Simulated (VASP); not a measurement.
# SnO (Pm-3m) in VASP: settings compared

Aim: see how the results for SnO move with the level of theory and the settings. Levels: PBE, r2SCAN. Tasks: single point.

Everything below comes from runs of VASP 6.6.1. Logs are shortened: lines on timing, memory, paths and dates and some standing lists are left out, and cuts for length are marked.

### Step 1. The cell of the first run

It takes space group Pm-3m (No. 221, cubic). Conventional cell: a = 3.162 Å, b = 3.162 Å, c = 3.162 Å, α = 90.00°, β = 90.00°, γ = 90.00°. Sn (site symmetry m-3m) has 8 O at 2.74 Å and 6 Sn at 3.16 Å within 3.6 Å. Within 3.6 Å of O (site symmetry m-3m) lie 8 Sn at 2.74 Å and 6 O at 3.16 Å.

### Step 2. Single point, PBE (volume changed by +3%)

INCAR reads:

```
PREC = Accurate ; ENCUT = 520
EDIFF = 1E-6 ; ISMEAR = -1
SIGMA = 0.02 ; LREAL = F
LASPH = T ; NELM = 80
ALGO = Normal ; ISIF = 2
LWAVE = F ; LCHARG = F
GGA = PE ; NBANDS = 17
```

KPOINTS reads:

```
Automatic mesh
0
Gamma
  6 6 6
```

POSCAR reads:

```
SnO
1.0
    3.1623678015      0.0000000000      0.0000000000
    0.0000000000      3.1623678015      0.0000000000
    0.0000000000      0.0000000000      3.1623678015
Sn O
1 1
Direct
    0.0000000000      0.0000000000      0.0000000000
    0.5000000000      0.5000000000      0.5000000000
```

Potentials or basis: VASP PAW PBE potentials, release 64 (Sn_d, O).

The run is started by

```sh
$ cat potpaw_PBE.64/Sn_d/POTCAR potpaw_PBE.64/O/POTCAR > POTCAR
$ mpirun -np 1 vasp_std > vasp.out
```

OUTCAR:

```text
PREC = Accurate
   ENCUT = 520
   EDIFF = 1E-6
   ISMEAR = -1
   LREAL = F
   LASPH = T
   NELM = 80
   ISIF = 2
   GGA = PE

 ion  position               nearest neighbor table
   1  0.000  0.000  0.000-   2 2.74   2 2.74   2 2.74   2 2.74   2 2.74   2 2.74   2 2.74   2 2.74

   2  0.500  0.500  0.500-   1 2.74   1 2.74   1 2.74   1 2.74   1 2.74   1 2.74   1 2.74   1 2.74

  LATTYP: Found a simple cubic cell.
 ALAT       =     3.1623678015

  Lattice vectors:

 A1 = (   3.1623678015,   0.0000000000,   0.0000000000)
 A2 = (   0.0000000000,   3.1623678015,   0.0000000000)
 A3 = (   0.0000000000,   0.0000000000,   3.1623678015)

Analysis of symmetry for initial positions (statically):
=====================================================================
 Subroutine PRICEL returns:
 Original cell was already a primitive cell.

 Routine SETGRP: Setting up the symmetry group for a
 simple cubic supercell.

 Subroutine GETGRP returns: Found 48 space group operations
 (whereof 48 operations were pure point group operations)
 out of a pool of 48 trial point group operations.

The static configuration has the point symmetry O_h .

Analysis of symmetry for dynamics (positions and initial velocities):
=====================================================================
 Subroutine PRICEL returns:
 Original cell was already a primitive cell.

 Routine SETGRP: Setting up the symmetry group for a
 simple cubic supercell.

 Subroutine GETGRP returns: Found 48 space group operations
 (whereof 48 operations were pure point group operations)
 out of a pool of 48 trial point group operations.

The dynamic configuration has the point symmetry O_h .

 Subroutine INISYM returns: Found 48 space group operations
 (whereof 48 operations are pure point group operations),
 and found     1 'primitive' translations

----------------------------------------------------------------------------------------

                                     Primitive cell

  volume of cell :      31.6255

  direct lattice vectors                    reciprocal lattice vectors
     3.162367801  0.000000000  0.000000000     0.316218752  0.000000000  0.000000000
     0.000000000  3.162367801  0.000000000     0.000000000  0.316218752  0.000000000
     0.000000000  0.000000000  3.162367801     0.000000000  0.000000000  0.316218752

  length of vectors
     3.162367801  3.162367801  3.162367801     0.316218752  0.316218752  0.316218752

  position of ions in fractional coordinates (direct lattice)
     0.000000000  0.000000000  0.000000000
     0.500000000  0.500000000  0.500000000

  ion indices of the primitive-cell ions
   primitive index   ion index
                 1           1
                 2           2

----------------------------------------------------------------------------------------

 KPOINTS: Automatic mesh

Automatic generation of k-mesh.
 Grid dimensions read from file:
 generate k-points for:    6    6    6

 Generating k-lattice:

  Cartesian coordinates                     Fractional coordinates (reciprocal lattice)
     0.052703125  0.000000000  0.000000000     0.166666667  0.000000000  0.000000000
     0.000000000  0.052703125  0.000000000     0.000000000  0.166666667  0.000000000
     0.000000000  0.000000000  0.052703125     0.000000000  0.000000000  0.166666667

  Length of vectors
     0.052703125  0.052703125  0.052703125

  Shift w.r.t. Gamma in fractional coordinates (k-lattice)
     0.000000000  0.000000000  0.000000000

 Subroutine IBZKPT returns following result:
 ===========================================

 Found     20 irreducible k-points:

 Following reciprocal coordinates:
            Coordinates               Weight
  0.000000  0.000000  0.000000      1.000000
  0.166667  0.000000  0.000000      6.000000
  0.333333  0.000000  0.000000      6.000000
  0.500000  0.000000  0.000000      3.000000
  0.166667  0.166667  0.000000     12.000000
  0.333333  0.166667  0.000000     24.000000
[... 12 lines left out ...]
  0.500000  0.500000  0.333333      6.000000
  0.500000  0.500000  0.500000      1.000000
   k-points           NKPTS =     20   k-points in BZ     NKDIM =     20   number of bands    NBANDS=     17
   number of dos      NEDOS =    301   number of ions     NIONS =      2
   total plane-waves  NPLWV =  13824
   dimension x,y,z NGX =    24 NGY =   24 NGZ =   24
   dimension x,y,z NGXF=    48 NGYF=   48 NGZF=   48
   ions per type =               1   1
   NGX,Y,Z   is equivalent  to a cutoff of  12.62, 12.62, 12.62 a.u.
   NGXF,Y,Z  is equivalent  to a cutoff of  25.23, 25.23, 25.23 a.u.
 SYSTEM =  unknown system
   PREC   = accura    normal or accurate (medium, high low for compatibility)
   ISTART =      0    job   : 0-new  1-cont  2-samecut
   ICHARG =      2    charge: 1-file 2-atom 10-const
   ISPIN  =      1    spin polarized calculation?
   LNONCOLLINEAR =      F non collinear calculations
   LSORBIT =      F    spin-orbit coupling
   LASPH  =      T    aspherical Exc in radial PAW
   ENCUT  =  520.0 eV  38.22 Ry    6.18 a.u.   5.88  5.88  5.88*2*pi/ulx,y,z
   NELM   =     80;   NELMIN=  2; NELMDL= -5     # of ELM steps
   EDIFF  = 0.1E-05   stopping-criterion for ELM
   LREAL  =      F    real-space projection
   EDIFFG = 0.1E-04   stopping-criterion for IOM
   NSW    =      0    number of steps for IOM
   IBRION =     -1    ionic relax: 0-MD 1-quasi-New 2-CG
   NFREE  =      0    steps in history (QN), initial steepest desc. (CG)
   ISIF   =      2    stress and relaxation
   ISYM   =      2    0-nonsym 1-usesym 2-fastsym
   POTIM  = 0.5000    time-step for ionic-motion
   TEBEG  =    0.0;   TEEND  =   0.0 temperature during run
   PSTRESS=    0.0 pullay stress
   NELECT =      20.0000    total number of electrons
   NUPDOWN=      -1.0000    fix difference up-down
   EMIN   =  10.00;   EMAX   =-10.00  energy-range for DOS
   EFERMI =   0.00;   METHOD = LEGACY
   ISMEAR =    -1;   SIGMA  =   0.02  broadening in eV -4-tet -1-fermi 0-gaus
   EFERMI_NEDOS =   21; number of points for ismear=-14 and -15
   IALGO  =     38    algorithm
   IMIX   =      4    mixing-type and parameters
     AMIX     =   0.40;   BMIX     =  1.00
     AMIX_MAG =   1.60;   BMIX_MAG =  1.00
  volume/ion in A,a.u.               =      15.81       106.71
  Fermi-wavevector in a.u.,A,eV,Ry     =   1.405203  2.655449 26.866008  1.974596
  Thomas-Fermi vector in A             =   2.527688
   LORBIT       =      0    0 simple, 1 ext, 2 COOP (PROOUT), +10 PAW based schemes
   GGA     = PE    functional components
[... 5 lines left out ...]
 non-spin polarized calculation
  energy-cutoff  :      520.00
  volume of cell :       31.63
 maximum number of plane-waves:       872
 NGX is ok and might be reduce to    24
   NGX = 11   NGY = 11   NGZ = 11

 number of electron      19.9999996 magnetization

 Free energy of the ion-electron system (eV)
  ---------------------------------------------------
  ext. energy  EPLUGINS =         0.00000000
  ---------------------------------------------------
  free energy    TOTEN  =        -9.83307642 eV

  energy without entropy =       -9.83307410  energy(sigma->0) =       -9.83307526

 E-fermi :   7.5243     XC(G=0): -11.1137

 val. band max:        7.3265305860   @ k =   0.5000   0.1667   0.0000
 cond. band min:       7.6942846949   @ k =   0.5000   0.5000   0.5000
 fundamental gap:      0.3677541089
 Fermi energy:         7.5243311113

 k-point     1 :       0.0000    0.0000    0.0000
  band No.  band energies     occupation
      1     -14.0645      2.00000
      2     -14.0645      2.00000
      3     -13.7441      2.00000
      4     -13.7441      2.00000
      5     -13.7441      2.00000
      6     -10.0431      2.00000
[... 9 lines left out ...]
     16      25.7759      0.00000
     17      27.0168      0.00000

 k-point     2 :       0.1667    0.0000    0.0000
  band No.  band energies     occupation
      1     -14.0612      2.00000
      2     -14.0068      2.00000
      3     -13.7637      2.00000
      4     -13.7637      2.00000
      5     -13.7424      2.00000
      6      -9.9015      2.00000
[... 9 lines left out ...]
     16      24.2259      0.00000
     17      25.6483      0.00000

 k-point     3 :       0.3333    0.0000    0.0000
  band No.  band energies     occupation
      1     -14.0545      2.00000
      2     -13.8910      2.00000
      3     -13.8028      2.00000
      4     -13.8028      2.00000
      5     -13.7392      2.00000
      6      -9.5922      2.00000
[... 9 lines left out ...]
     16      21.7630      0.00000
     17      24.8004      0.00000

 k-point     4 :       0.5000    0.0000    0.0000
  band No.  band energies     occupation
      1     -14.0511      2.00000
      2     -13.8330      2.00000
      3     -13.8222      2.00000
      4     -13.8222      2.00000
      5     -13.7375      2.00000
      6      -9.4217      2.00000
[... 9 lines left out ...]
     16      24.0845      0.00000
     17      24.7255      0.00000
[... 263 lines left out ...]
      1     -13.9134      2.00000
      2     -13.8903      2.00000
      3     -13.8640      2.00000
      4     -13.7768      2.00000
      5     -13.7146      2.00000
      6      -8.8935      2.00000
[... 9 lines left out ...]
     16      20.2960      0.00000
     17      28.4054      0.00000

 k-point    19 :       0.5000    0.5000    0.3333
  band No.  band energies     occupation
      1     -13.9308      2.00000
      2     -13.8877      2.00000
      3     -13.8877      2.00000
      4     -13.7447      2.00000
      5     -13.6803      2.00000
      6      -8.8410      2.00000
[... 9 lines left out ...]
     16      19.9401      0.00000
     17      27.8238      0.00000

 k-point    20 :       0.5000    0.5000    0.5000
  band No.  band energies     occupation
      1     -13.9132      2.00000
      2     -13.9132      2.00000
      3     -13.9132      2.00000
      4     -13.6791      2.00000
      5     -13.6791      2.00000
      6      -8.8150      2.00000
[... 9 lines left out ...]
     16      19.7199      0.00000
     17      26.9529      0.00000

------------------------ aborting loop because EDIFF is reached ----------------------------------------

  FORCE on cell =-STRESS in cart. coord.  units (eV):
  Direction    XX          YY          ZZ          XY          YZ          ZX
  --------------------------------------------------------------------------------------
  -------------------------------------------------------------------------------------
  Total       -0.5006184     -0.5006184     -0.5006184      0.0000000     -0.0000000      0.0000000
  in kB      -25.3618124    -25.3618124    -25.3618124      0.0000000     -0.0000000      0.0000000
  external PRESSURE =     -25.3618124 kB  Pullay stress =       0.0000000 kB

 VOLUME and BASIS-vectors are now :
 -----------------------------------------------------------------------------
  energy-cutoff  :      520.00
  volume of cell :       31.63
      direct lattice vectors                 reciprocal lattice vectors
     3.162367801  0.000000000  0.000000000     0.316218752  0.000000000  0.000000000
     0.000000000  3.162367801  0.000000000     0.000000000  0.316218752  0.000000000
     0.000000000  0.000000000  3.162367801     0.000000000  0.000000000  0.316218752

 POSITION                                       TOTAL-FORCE (eV/Angst)
 -----------------------------------------------------------------------------------
      0.00000      0.00000      0.00000         0.000000      0.000000      0.000000
      1.58118      1.58118      1.58118         0.000000      0.000000      0.000000
 -----------------------------------------------------------------------------------
    total drift:                                0.000000      0.000000     -0.000000

  FREE ENERGIE OF THE ION-ELECTRON SYSTEM (eV)
  ---------------------------------------------------
  free  energy   TOTEN  =        -9.8330764167 eV

  energy  without entropy=       -9.8330741033  energy(sigma->0) =       -9.83307526
```

It took 8.9 s on 1 thread of Intel Xeon Platinum 8259CL at 2.50GHz (Skylake/Cascade Lake), shared host; peak memory 0.14 GiB.

Results:

* Free energy: -9.8331 eV
* Pressure: -2.5 GPa
* Band gap on the k mesh: 0.37 eV, indirect (least direct gap 0.93 eV)

Levels at points of the mesh, in eV from the valence-band top:
```csv
k point,band 7,band 8,band 9,band 10,band 11,band 12,band 13,band 14
"(0.00, 0.00, 0.00)",-7.15,-2.00,-2.00,-2.00,8.02,8.02,8.02,8.30
"(0.50, 0.00, 0.00)",-8.29,-1.29,-1.29,-0.73,0.70,7.26,7.26,11.26
"(0.50, 0.50, 0.00)",-4.83,-4.83,-4.48,-1.16,3.66,3.66,8.80,9.80
"(0.50, 0.50, 0.50)",-2.76,-2.76,-2.76,-1.29,0.37,0.37,0.37,12.39
```

Caveat: spin-orbit coupling is left out, which moves the levels of the heavy elements.

### Step 3. Single point, PBE (volume changed by +6%)

INCAR reads:

```
SYSTEM = SnO
PREC = Accurate
ENCUT = 520
EDIFF = 1E-6
ISMEAR = -1
SIGMA = 0.02
LREAL = .False.
LASPH = .True.
NELM = 60
ALGO = Normal
ISIF = 2
LWAVE = .False.
LCHARG = .False.
GGA = PE
NBANDS = 17
```

KPOINTS reads:

```
regular mesh
0
Gamma
  6 6 6
  0 0 0
```

POSCAR reads:

```
SnO
1.0
    3.1927770497      0.0000000000      0.0000000000
    0.0000000000      3.1927770497      0.0000000000
    0.0000000000      0.0000000000      3.1927770497
Sn O
1 1
Direct
    0.0000000000      0.0000000000      0.0000000000
    0.5000000000      0.5000000000      0.5000000000
```

Potentials or basis: VASP PAW PBE potentials, release 64 (Sn_d, O).

The run is started by

```sh
$ cat potpaw_PBE.64/Sn_d/POTCAR potpaw_PBE.64/O/POTCAR > POTCAR
$ mpirun -np 1 vasp_std > vasp.out
```

Run time: 11 s. Hardware: 1 thread of Intel Xeon Platinum 8259CL at 2.50GHz (Skylake/Cascade Lake), shared host; peak memory 0.14 GiB.

Results (log left out):

```yaml
Free_energy: -9.8127 eV
Pressure: -4.9 GPa
Band_gap_on_the_k_mesh: 0.45 eV, indirect (least direct gap 0.96 eV)
```

Levels at points of the mesh, in eV from the valence-band top:
```tsv
k point	band 8	band 9	band 10	band 11	band 12	band 13
(0.00, 0.00, 0.00)	-1.85	-1.85	-1.85	7.84	7.84	7.84
(0.50, 0.00, 0.00)	-1.17	-1.17	-0.68	0.67	7.13	7.13
(0.50, 0.50, 0.00)	-4.59	-4.47	-1.04	3.61	3.61	8.73
(0.50, 0.50, 0.50)	-2.58	-2.58	-1.45	0.45	0.45	0.45
```

Caveat: spin-orbit coupling is left out, which moves the levels of the heavy elements.

### Step 4. Single point, r2SCAN (volume changed by -6%)

POSCAR reads:

```
SnO
1.0
    3.0400541740      0.0000000000      0.0000000000
    0.0000000000      3.0400541740      0.0000000000
    0.0000000000      0.0000000000      3.0400541740
Sn O
1 1
Direct
    0.0000000000      0.0000000000      0.0000000000
    0.5000000000      0.5000000000      0.5000000000
```

INCAR.step1 reads:

```
SYSTEM = SnO
PREC = Accurate
ENCUT = 520
ISMEAR = -1
SIGMA = 0.02
LREAL = .FALSE.
LASPH = .TRUE.
NELM = 80
NBANDS = 17
GGA = PE
ALGO = Normal
EDIFF = 1E-4
LWAVE = .TRUE.
LCHARG = .FALSE.
```

INCAR.step2 reads:

```
SYSTEM = SnO
PREC = Accurate
ENCUT = 520
EDIFF = 1E-7
ISMEAR = -1
SIGMA = 0.02
LREAL = .FALSE.
LASPH = .TRUE.
NELM = 80
ALGO = Normal
ISIF = 2
LWAVE = .FALSE.
LCHARG = .TRUE.
METAGGA = R2SCAN
LMIXTAU = .TRUE.
LELF = .TRUE.
LVHAR = .TRUE.
NBANDS = 17
ISTART = 1
```

KPOINTS reads:

```
regular mesh
0
G
  6 6 6
  0 0 0
```

The run is started by

```sh
$ cat potpaw_PBE.64/Sn_d/POTCAR potpaw_PBE.64/O/POTCAR > POTCAR
$ cp INCAR.step1 INCAR
$ mpirun -np 1 vasp_std > vasp.out
$ cp INCAR.step2 INCAR
$ mpirun -np 1 vasp_std > vasp.out
```

Run time: 45 s. Hardware: 1 thread of Intel Xeon Platinum 8259CL at 2.50GHz (Skylake/Cascade Lake), shared host; peak memory 0.15 GiB.

It converged, with:

```
Free energy            : -31.5402 eV
Pressure               : 8.4 GPa
Band gap on the k mesh : 0.14 eV, indirect (least direct gap 0.65 eV)
```

Levels at points of the mesh, in eV from the valence-band top:
```tsv
k point	band 7	band 8	band 9	band 10	band 11	band 12	band 13	band 14
(0.00, 0.00, 0.00)	-7.51	-2.91	-2.91	-2.91	8.85	8.85	9.30	9.30
(0.50, 0.00, 0.00)	-9.47	-2.06	-2.06	-0.77	0.81	8.15	8.15	11.91
(0.50, 0.50, 0.00)	-6.10	-6.10	-4.59	-1.94	4.06	4.06	9.77	11.41
(0.50, 0.50, 0.50)	-3.77	-3.77	-3.77	-0.51	0.14	0.14	0.14	14.02
```

Caveat: the PAW data sets were made with another functional, which shifts forces and pressure a little; spin-orbit coupling is left out, which moves the levels of the heavy elements.

### Step 5. Single point, r2SCAN (volume changed by -3%)

POSCAR reads:

```
SnO
1.0
    3.0720570961      0.0000000000      0.0000000000
    0.0000000000      3.0720570961      0.0000000000
    0.0000000000      0.0000000000      3.0720570961
Sn O
1 1
Direct
    0.0000000000      0.0000000000      0.0000000000
    0.5000000000      0.5000000000      0.5000000000
```

INCAR.step1 reads:

```
ALGO = Normal ; EDIFF = 1E-4
ENCUT = 520 ; GGA = PE
ISMEAR = -1 ; LASPH = T
LCHARG = F ; LREAL = F
LWAVE = T ; NBANDS = 17
NELM = 60 ; PREC = Accurate
SIGMA = 0.02
```

INCAR.step2 reads:

```
ALGO = Normal ; EDIFF = 1E-6
ENCUT = 520 ; ISIF = 2
ISMEAR = -1 ; ISTART = 1
LASPH = T ; LCHARG = F
LMIXTAU = T ; LREAL = F
LWAVE = F ; METAGGA = R2SCAN
NBANDS = 17 ; NELM = 60
PREC = Accurate ; SIGMA = 0.02
```

KPOINTS reads:

```
k-points
0
Gamma
  6 6 6
```

The run is started by

```sh
$ cat potpaw_PBE.64/Sn_d/POTCAR potpaw_PBE.64/O/POTCAR > POTCAR
$ cp INCAR.step1 INCAR
$ mpirun -np 1 vasp_std > vasp.out
$ cp INCAR.step2 INCAR
$ mpirun -np 1 vasp_std > vasp.out
```

It took 39 s on 1 thread of Intel Xeon Platinum 8259CL at 2.50GHz (Skylake/Cascade Lake), shared host; peak memory 0.15 GiB.

The run converged. Its results:

* Free energy: -31.5759 eV
* Pressure: 4.0 GPa
* Band gap on the k mesh: 0.25 eV, indirect (least direct gap 0.96 eV)

Levels at points of the mesh, in eV from the valence-band top:
| k point | band 7 | band 8 | band 9 | band 10 | band 11 | band 12 | band 13 | band 14 |
| --- | --- | --- | --- | --- | --- | --- | --- | --- |
| (0.00, 0.00, 0.00) | -7.46 | -2.70 | -2.70 | -2.70 | 8.85 | 8.85 | 9.08 | 9.08 |
| (0.50, 0.00, 0.00) | -9.19 | -1.89 | -1.89 | -0.71 | 0.78 | 8.01 | 8.01 | 12.00 |
| (0.50, 0.50, 0.00) | -5.79 | -5.79 | -4.56 | -1.76 | 4.02 | 4.02 | 9.69 | 11.08 |
| (0.50, 0.50, 0.50) | -3.53 | -3.53 | -3.53 | -0.71 | 0.25 | 0.25 | 0.25 | 13.81 |

Caveat: the PAW data sets were made with another functional, which shifts forces and pressure a little; spin-orbit coupling is left out, which moves the levels of the heavy elements.

(Part 1 of 2 ends here.)
